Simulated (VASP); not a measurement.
Here is a VASP 6.6.1 calculation.

Contents of INCAR:

```
SYSTEM = SiC
AGGAC = 1.0
AGGAX = 1.0
ALDAC = 0.0
ALDAX = 1.0
ALGO = Normal
EDIFF = 1E-7
ENCUT = 520
GGA = B5
ISIF = 2
ISMEAR = -1
IVDW = 12
LASPH = .True.
LCHARG = .False.
LREAL = .False.
LWAVE = .False.
NBANDS = 26
NELM = 100
PREC = Accurate
SIGMA = 0.05
VDW_A1 = 0.4298
VDW_A2 = 4.2359
VDW_S6 = 1.0
VDW_S8 = 2.6996
```

The input KPOINTS:

```
k-points
0
Gamma
  10 10 3
  0 0 0
```

Contents of POSCAR:

```
SiC
1.0
    3.0960635787      0.0000000000      0.0000000000
   -1.5480317893      2.6812697109      0.0000000000
    0.0000000000      0.0000000000     10.1373414467
Si C
4 4
Direct
    0.0000000000      0.0000000000      0.1878943800
    0.0000000000      0.0000000000      0.6878943800
    0.3333333333      0.6666666667      0.4378419800
    0.6666666667      0.3333333333      0.9378419800
    0.0000000000      0.0000000000      0.0004600500
    0.0000000000      0.0000000000      0.5004600500
    0.3333333333      0.6666666667      0.2498025900
    0.6666666667      0.3333333333      0.7498025900
```

Potentials or basis: VASP PAW PBE potentials, release 64 (Si, C).

Launch:

```console
$ cat potpaw_PBE.64/Si/POTCAR potpaw_PBE.64/C/POTCAR > POTCAR
$ mpirun -np 1 vasp_std > vasp.out
```

(1) What does it give for the largest force?

(2) Estimate the dispersion energy per atom.

## Answers

(1) 0.022 eV/Å.

(2) -0.634 eV.

Caveat: the cell stands under tension; the PAW data sets were made with another functional, which shifts forces and pressure a little.
